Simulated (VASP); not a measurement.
KMgF3, 5 atoms in the cell. It takes space group P4/mmm (No. 123, tetragonal). The conventional cell has a = 3.926 Å, b = 3.926 Å, c = 4.046 Å, α = 90.00°, β = 90.00°, γ = 90.00°. Within 3.7 Å of K (site symmetry 4/mmm) lie 12 F at 2.78 to 2.82 Å and 8 Mg at 3.43 Å. Within 2.6 Å of Mg (site symmetry 4/mmm) lie 6 F at 1.96 to 2.02 Å. Within 2.6 Å of F (site symmetry mmm) lie 2 Mg at 1.96 Å. F (site symmetry 4/mmm) has 2 Mg at 2.02 Å and 4 K at 2.78 Å and 8 F at 2.82 Å within 2.9 Å.  This cell differs from its parent crystal: strain -0.015 along x and y, +0.015 along z.

| Item | Value |
| --- | --- |
| Program | VASP 6.6.1 |
| Task | single point |
| Functional | PBEsol |
| Potentials or basis | VASP PAW PBE potentials, release 64 (K_sv, Mg, F) |
| Cutoff | 520 eV |
| k mesh | 6 × 6 × 6 |
| Occupations | gaussian, width 0.05 eV |
| Spin | no spin polarisation |
| Dipole correction | no |
| Further INCAR settings | ALGO = Normal; EDIFF = 1e-06; NBANDS = 24 |

Potentials or basis: VASP PAW PBE potentials, release 64 (K_sv, Mg, F).

Launch:

```bash
$ cat potpaw_PBE.64/K_sv/POTCAR potpaw_PBE.64/Mg/POTCAR potpaw_PBE.64/F/POTCAR > POTCAR
$ mpirun -np 1 vasp_std > vasp.out
```

Hardware: 1 thread of Intel(R) Xeon(R) Platinum 8488C (Sapphire Rapids), with other jobs on the host.

Task: How long does it take, and how much memory?

Result: It took 41 s on 1 thread of Intel(R) Xeon(R) Platinum 8488C (Sapphire Rapids), with other jobs on the host, peak memory 0.2 GiB. Counts: scf iterations 13, k points 40.
